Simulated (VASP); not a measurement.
# Sn (C2/c) in VASP: notebook

Sn is run at these levels: r2SCAN; tasks: single point.

Everything below comes from runs of VASP 6.6.1. Logs are shortened: lines on timing, memory, paths and dates and some standing lists are left out, and cuts for length are marked.

### Step 1. The cell of the first run

It takes space group C2/c (No. 15, monoclinic). The conventional cell has a = 3.178 Å, b = 8.342 Å, c = 4.458 Å, α = 90.00°, β = 110.77°, γ = 90.00°. Sn (site symmetry 2) has 10 Sn at 3.05 to 3.79 Å within 4.0 Å.

### Step 2. Single point, r2SCAN

POSCAR

```
Sn
1.0
   -2.9482820713      2.9504023647      1.5888172584
    2.9504023647     -2.9482820713      1.5888172584
    2.9460530987      2.9460530987     -1.5849306448
Sn
2
Direct
    0.0000251473      0.9999748527      0.0000000000
    0.7499748527      0.2500251473      0.5000000000
```

INCAR.step1

```
SYSTEM = Sn
PREC = Accurate
ENCUT = 520
ISMEAR = 0
SIGMA = 0.6
LREAL = .FALSE.
LASPH = .TRUE.
NELM = 80
NBANDS = 21
GGA = PE
ALGO = Normal
EDIFF = 1E-4
LWAVE = .TRUE.
LCHARG = .FALSE.
```

INCAR.step2

```
SYSTEM = Sn
PREC = Accurate
ENCUT = 520
EDIFF = 1E-6
ISMEAR = 0
SIGMA = 0.6
LREAL = .FALSE.
LASPH = .TRUE.
NELM = 80
ALGO = Normal
ISIF = 2
LWAVE = .FALSE.
LCHARG = .TRUE.
METAGGA = R2SCAN
LMIXTAU = .TRUE.
LELF = .TRUE.
LVHAR = .TRUE.
NBANDS = 21
ISTART = 1
```

KPOINTS

```
regular mesh
0
G
  11 11 8
  0 0 0
```

Potentials or basis: VASP PAW PBE potentials, release 64 (Sn_d).

Command:

```
> cat potpaw_PBE.64/Sn_d/POTCAR > POTCAR
> cp INCAR.step1 INCAR
> mpirun -np 1 vasp_std > vasp.out
> cp INCAR.step2 INCAR
> mpirun -np 1 vasp_std > vasp.out
```

OUTCAR:

```text
SYSTEM = Sn
   PREC = Accurate
   ENCUT = 520
   EDIFF = 1E-6
   ISMEAR = 0
   LREAL = .FALSE.
   LASPH = .TRUE.
   NELM = 80
   ISIF = 2
   METAGGA = R2SCAN
   ISTART = 1

 ion  position               nearest neighbor table
   1  0.000  1.000  0.000-   2 3.05   2 3.05   2 3.05   2 3.05
   2  0.750  0.250  0.500-   1 3.05   1 3.05   1 3.05   1 3.05

  LATTYP: Found a base centered monoclinic cell.
 ALAT       =     3.1776359316
 B/A-ratio  =     2.6252219289
 C/A-ratio  =     1.4028132337
 COS(beta)  =    -0.3546724370

  Lattice vectors:

 A1 = (  -2.9482820713,   2.9504023647,   1.5888172584)
 A2 = (   2.9504023647,  -2.9482820713,   1.5888172584)
 A3 = (   2.9460530987,   2.9460530987,  -1.5849306448)

Analysis of symmetry for initial positions (statically):
=====================================================================
 Subroutine PRICEL returns:
 Original cell was already a primitive cell.

 Routine SETGRP: Setting up the symmetry group for a
 base centered monoclinic supercell.

 Subroutine GETGRP returns: Found  4 space group operations
 (whereof  2 operations were pure point group operations)
 out of a pool of  4 trial point group operations.

The static configuration has the point symmetry C_2 .
 The point group associated with its full space group is C_2h.

Analysis of symmetry for dynamics (positions and initial velocities):
=====================================================================
 Subroutine PRICEL returns:
 Original cell was already a primitive cell.

 Routine SETGRP: Setting up the symmetry group for a
 base centered monoclinic supercell.

 Subroutine GETGRP returns: Found  4 space group operations
 (whereof  2 operations were pure point group operations)
 out of a pool of  4 trial point group operations.

The dynamic configuration has the point symmetry C_2 .
 The point group associated with its full space group is C_2h.

 Subroutine INISYM returns: Found  4 space group operations
 (whereof  2 operations are pure point group operations),
 and found     1 'primitive' translations

----------------------------------------------------------------------------------------

                                     Primitive cell

  volume of cell :      55.2402

  direct lattice vectors                    reciprocal lattice vectors
    -2.948282071  2.950402365  1.588817258    -0.000143327  0.169386000  0.314586574
     2.950402365 -2.948282071  1.588817258     0.169386000 -0.000143327  0.314586574
     2.946053099  2.946053099 -1.584930645     0.169657695  0.169657695 -0.000226410

  length of vectors
     4.463359897  4.463359897  4.457629737     0.357290288  0.357290288  0.239932320

  position of ions in fractional coordinates (direct lattice)
     0.000025147  0.999974853  1.000000000
     0.749974853  0.250025147  0.500000000

  ion indices of the primitive-cell ions
   primitive index   ion index
                 1           1
                 2           2

----------------------------------------------------------------------------------------

 KPOINTS: regular mesh

Automatic generation of k-mesh.
 Grid dimensions read from file:
 generate k-points for:   11   11    8

 Generating k-lattice:

  Cartesian coordinates                     Fractional coordinates (reciprocal lattice)
    -0.000013030  0.015398727  0.028598779     0.090909091 -0.000000000  0.000000000
     0.015398727 -0.000013030  0.028598779    -0.000000000  0.090909091  0.000000000
     0.021207212  0.021207212 -0.000028301    -0.000000000 -0.000000000  0.125000000

  Length of vectors
     0.032480935  0.032480935  0.029991540

  Shift w.r.t. Gamma in fractional coordinates (k-lattice)
     0.000000000  0.000000000  0.000000000

 Subroutine IBZKPT returns following result:
 ===========================================

 Found    270 irreducible k-points:

 Following reciprocal coordinates:
            Coordinates               Weight
  0.000000  0.000000  0.000000      1.000000
  0.090909 -0.000000  0.000000      4.000000
  0.181818 -0.000000  0.000000      4.000000
  0.272727 -0.000000  0.000000      4.000000
  0.363636 -0.000000  0.000000      4.000000
  0.454545  0.000000  0.000000      4.000000
[... 16 lines left out ...]
 -0.272727  0.181818 -0.000000      4.000000
 -0.181818  0.181818  0.000000      2.000000
 [... further k-points ...]
   k-points           NKPTS =    270   k-points in BZ     NKDIM =    270   number of bands    NBANDS=     21
   number of dos      NEDOS =    301   number of ions     NIONS =      2
   total plane-waves  NPLWV =  46656
   dimension x,y,z NGX =    36 NGY =   36 NGZ =   36
   dimension x,y,z NGXF=    72 NGYF=   72 NGZF=   72
   ions per type =               2
   NGX,Y,Z   is equivalent  to a cutoff of  13.41, 13.41, 13.43 a.u.
   NGXF,Y,Z  is equivalent  to a cutoff of  26.82, 26.82, 26.85 a.u.
 SYSTEM =  Sn
   PREC   = accura    normal or accurate (medium, high low for compatibility)
   ISTART =      1    job   : 0-new  1-cont  2-samecut
   ICHARG =      0    charge: 1-file 2-atom 10-const
   ISPIN  =      1    spin polarized calculation?
   LNONCOLLINEAR =      F non collinear calculations
   LSORBIT =      F    spin-orbit coupling
   LASPH  =      T    aspherical Exc in radial PAW
   ENCUT  =  520.0 eV  38.22 Ry    6.18 a.u.   8.30  8.30  8.29*2*pi/ulx,y,z
   NELM   =     80;   NELMIN=  2; NELMDL=  0     # of ELM steps
   EDIFF  = 0.1E-05   stopping-criterion for ELM
   LREAL  =      F    real-space projection
   EDIFFG = 0.1E-04   stopping-criterion for IOM
   NSW    =      0    number of steps for IOM
   IBRION =     -1    ionic relax: 0-MD 1-quasi-New 2-CG
   NFREE  =      0    steps in history (QN), initial steepest desc. (CG)
   ISIF   =      2    stress and relaxation
   ISYM   =      2    0-nonsym 1-usesym 2-fastsym
   POTIM  = 0.5000    time-step for ionic-motion
   TEBEG  =    0.0;   TEEND  =   0.0 temperature during run
   PSTRESS=    0.0 pullay stress
   NELECT =      28.0000    total number of electrons
   NUPDOWN=      -1.0000    fix difference up-down
   EMIN   =  10.00;   EMAX   =-10.00  energy-range for DOS
   EFERMI =   0.00;   METHOD = LEGACY
   ISMEAR =     0;   SIGMA  =   0.60  broadening in eV -4-tet -1-fermi 0-gaus
   EFERMI_NEDOS =   21; number of points for ismear=-14 and -15
   IALGO  =     38    algorithm
   IMIX   =      4    mixing-type and parameters
     AMIX     =   0.40;   BMIX     =  1.00
     AMIX_MAG =   1.60;   BMIX_MAG =  1.00
  volume/ion in A,a.u.               =      27.62       186.39
  Fermi-wavevector in a.u.,A,eV,Ry     =   1.305296  2.466652 23.181573  1.703798
  Thomas-Fermi vector in A             =   2.436174
   LORBIT       =      0    0 simple, 1 ext, 2 COOP (PROOUT), +10 PAW based schemes
   METAGGA = R2SCAN    functional components
   LHFCALC =     F    Hartree Fock is set to
   AEXX    =    0.0000 exact exchange contribution
   IVDW    =     0    specifies the selected vdW correction
   LEPSILON=     F    determine dielectric tensor
   LRPA    =     F    only Hartree local field effects (RPA)
 non-spin polarized calculation
 Gauss-broadening in eV      SIGMA  =   0.60
  energy-cutoff  :      520.00
  volume of cell :       55.24
 maximum number of plane-waves:      1505
 NGX is ok and might be reduce to    36
   NGX = 17   NGY = 17   NGZ = 17

 number of electron      27.9999990 magnetization

 Free energy of the ion-electron system (eV)
  ---------------------------------------------------
  ext. energy  EPLUGINS =         0.00000000
  ---------------------------------------------------
  free energy    TOTEN  =       -49.32816702 eV

  energy without entropy =      -49.16847031  energy(sigma->0) =      -49.24831866

 E-fermi :   7.6854     XC(G=0): -11.0345

 val. band max:        7.6745821368   @ k =   0.1818   0.0909   0.0000
 cond. band min:       7.6984687256   @ k =  -0.2727   0.1818  -0.0000
 fundamental gap:      0.0238865888
 Fermi energy:         7.6854466483

 k-point     1 :       0.0000    0.0000    0.0000
  band No.  band energies     occupation
      1     -14.6284      2.00000
      2     -14.5533      2.00000
      3     -14.4993      2.00000
      4     -14.4950      2.00000
      5     -14.3285      2.00000
      6     -14.3285      2.00000
[... 13 lines left out ...]
     20      17.8254      0.00000
     21      18.5606      0.00000

 k-point     2 :       0.0909   -0.0000    0.0000
  band No.  band energies     occupation
      1     -14.6232      2.00000
      2     -14.5350      2.00000
      3     -14.4891      2.00000
      4     -14.4777      2.00000
      5     -14.3414      2.00000
      6     -14.3394      2.00000
[... 13 lines left out ...]
     20      17.5205      0.00000
     21      17.7007      0.00000

 k-point     3 :       0.1818   -0.0000    0.0000
  band No.  band energies     occupation
      1     -14.6074      2.00000
      2     -14.4892      2.00000
      3     -14.4729      2.00000
      4     -14.4300      2.00000
      5     -14.3683      2.00000
      6     -14.3491      2.00000
[... 13 lines left out ...]
     20      16.1584      0.00000
     21      16.5778      0.00000

 k-point     4 :       0.2727   -0.0000    0.0000
  band No.  band energies     occupation
      1     -14.5858      2.00000
      2     -14.4535      2.00000
      3     -14.4482      2.00000
      4     -14.4144      2.00000
      5     -14.3960      2.00000
      6     -14.3533      2.00000
[... 13 lines left out ...]
     20      15.1812      0.00000
     21      16.8983      0.00000

 k-point     5 :       0.3636   -0.0000    0.0000
  band No.  band energies     occupation
      1     -14.5663      2.00000
      2     -14.4506      2.00000
      3     -14.4471      2.00000
      4     -14.4288      2.00000
      5     -14.4020      2.00000
      6     -14.3726      2.00000
[... 13 lines left out ...]
     20      15.2603      0.00000
     21      17.9211      0.00000

 k-point     6 :       0.4545    0.0000    0.0000
  band No.  band energies     occupation
      1     -14.5531      2.00000
      2     -14.4741      2.00000
      3     -14.4609      2.00000
      4     -14.4219      2.00000
      5     -14.3903      2.00000
      6     -14.3844      2.00000
[... 13 lines left out ...]
     20      17.2829      0.00000
     21      18.1596      0.00000

 k-point     7 :       0.0909    0.0909    0.0000
  band No.  band energies     occupation
      1     -14.6133      2.00000
      2     -14.4871      2.00000
      3     -14.4777      2.00000
      4     -14.4218      2.00000
      5     -14.3663      2.00000
      6     -14.3611      2.00000
[... 13 lines left out ...]
     20      16.0519      0.00000
     21      16.3038      0.00000
[... 291 lines left out ...]
      1     -14.5438      2.00000
      2     -14.4763      2.00000
      3     -14.4518      2.00000
      4     -14.4084      2.00000
      5     -14.3946      2.00000
      6     -14.3585      2.00000
[... 13 lines left out ...]
     20      16.7120      0.00000
     21      17.5018      0.00000

 k-point    21 :      -0.4545    0.1818   -0.0000
  band No.  band energies     occupation
      1     -14.5475      2.00000
      2     -14.4644      2.00000
      3     -14.4559      2.00000
      4     -14.4192      2.00000
      5     -14.3875      2.00000
      6     -14.3577      2.00000
[... 13 lines left out ...]
     20      16.5238      0.00000
     21      17.0932      0.00000

 k-point    22 :      -0.3636    0.1818   -0.0000
  band No.  band energies     occupation
      1     -14.5642      2.00000
      2     -14.4984      2.00000
      3     -14.4673      2.00000
      4     -14.4355      2.00000
      5     -14.3775      2.00000
      6     -14.3427      2.00000
[... 13 lines left out ...]
     20      16.7571      0.00000
     21      17.8424      0.00000

 k-point    23 :      -0.2727    0.1818   -0.0000
  band No.  band energies     occupation
      1     -14.5844      2.00000
      2     -14.5401      2.00000
      3     -14.5004      2.00000
      4     -14.4571      2.00000
      5     -14.3563      2.00000
      6     -14.3235      2.00000
[... 13 lines left out ...]
     20      18.2587      0.00000
     21      18.8618      0.00000

 k-point    24 :      -0.1818    0.1818    0.0000
  band No.  band energies     occupation
      1     -14.6007      2.00000
      2     -14.5567      2.00000
      3     -14.5135      2.00000
      4     -14.4726      2.00000
      5     -14.3428      2.00000
      6     -14.3167      2.00000
[... 13 lines left out ...]
     20      18.3550      0.00000
     21      18.6424      0.00000

 [... further k-points ...]
[... 5 lines left out ...]
  --------------------------------------------------------------------------------------
  -------------------------------------------------------------------------------------
  Total        0.0649912      0.0649912      0.0774262      0.0082789     -0.0104251     -0.0104251
  in kB        1.8849912      1.8849912      2.2456552      0.2401190     -0.3023667     -0.3023679
  external PRESSURE =       2.0052125 kB  Pullay stress =       0.0000000 kB

 VOLUME and BASIS-vectors are now :
 -----------------------------------------------------------------------------
  energy-cutoff  :      520.00
  volume of cell :       55.24
      direct lattice vectors                 reciprocal lattice vectors
    -2.948282071  2.950402365  1.588817258    -0.000143327  0.169386000  0.314586574
     2.950402365 -2.948282071  1.588817258     0.169386000 -0.000143327  0.314586574
     2.946053099  2.946053099 -1.584930645     0.169657695  0.169657695 -0.000226410

 POSITION                                       TOTAL-FORCE (eV/Angst)
 -----------------------------------------------------------------------------------
      2.95025     -2.94813      1.58882        -0.000715      0.000715     -0.000000
     -0.00044      2.94861      0.79635         0.000715     -0.000715      0.000000
 -----------------------------------------------------------------------------------
    total drift:                               -0.000000      0.000000     -0.000000

  FREE ENERGIE OF THE ION-ELECTRON SYSTEM (eV)
  ---------------------------------------------------
  free  energy   TOTEN  =       -49.3281670161 eV

  energy  without entropy=      -49.1684703078  energy(sigma->0) =      -49.24831866
```

It took 16 min on 1 thread of AMD EPYC 7R13 (Zen 3), shared host; peak memory 0.36 GiB.

Results:

- Free energy: -49.3282 eV
- Pressure: 0.2 GPa
- Band gap on the k mesh: zero (bands 14 and 15 overlap by 3.86 eV)

Caveat: so wide a smearing shifts energies and pressures; the PAW data sets were made with another functional, which shifts forces and pressure a little; spin-orbit coupling is left out, which moves the levels of the heavy elements.

### Step 3. Single point, r2SCAN

POSCAR is that of step 2.

INCAR.step1

```
SYSTEM = Sn
ALGO = Normal
EDIFF = 1E-4
ENCUT = 520
GGA = PE
ISMEAR = 0
LASPH = .TRUE.
LCHARG = .FALSE.
LREAL = .FALSE.
LWAVE = .TRUE.
NBANDS = 21
NELM = 80
PREC = Accurate
SIGMA = 1.0
```

INCAR.step2

```
SYSTEM = Sn
ALGO = Normal
EDIFF = 1E-6
ENCUT = 520
ISIF = 2
ISMEAR = 0
ISTART = 1
LASPH = .TRUE.
LCHARG = .FALSE.
LMIXTAU = .TRUE.
LREAL = .FALSE.
LWAVE = .FALSE.
METAGGA = R2SCAN
NBANDS = 21
NELM = 80
PREC = Accurate
SIGMA = 1.0
```

KPOINTS

```
k-points
0
G
  11 11 8
  0 0 0
```

Potentials or basis: VASP PAW PBE potentials, release 64 (Sn_d).

Command:

```
> cat potpaw_PBE.64/Sn_d/POTCAR > POTCAR
> cp INCAR.step1 INCAR
> mpirun -np 1 vasp_std > vasp.out
> cp INCAR.step2 INCAR
> mpirun -np 1 vasp_std > vasp.out
```

It took 16 min on 1 thread of AMD EPYC 7R13 (Zen 3), shared host; peak memory 0.36 GiB.

Results (log left out):

| Property | Result |
| --- | --- |
| Free energy | -49.4744 eV |
| Pressure | 0.8 GPa |
| Band gap on the k mesh | zero (bands 14 and 15 overlap by 3.86 eV) |

Stress tensor (GPa, compression positive):
```
 0.81  0.02 -0.03
 0.02  0.81 -0.03
-0.03 -0.03  0.70
```

Levels at points of the mesh, in eV from the Fermi level:
```
           k point  band 12  band 13  band 14  band 15  band 16  band 17
(0.00, 0.00, 0.00)    -3.83    -2.17    -2.15     3.33     6.36     6.36
(0.00, 0.00, 0.50)    -9.24     0.49     0.49     1.67     1.67     6.51
```

Caveat: so wide a smearing shifts energies and pressures; the PAW data sets were made with another functional, which shifts forces and pressure a little; spin-orbit coupling is left out, which moves the levels of the heavy elements.

The gap in the log of VASP goes by the Fermi energy; the results here count the filled bands.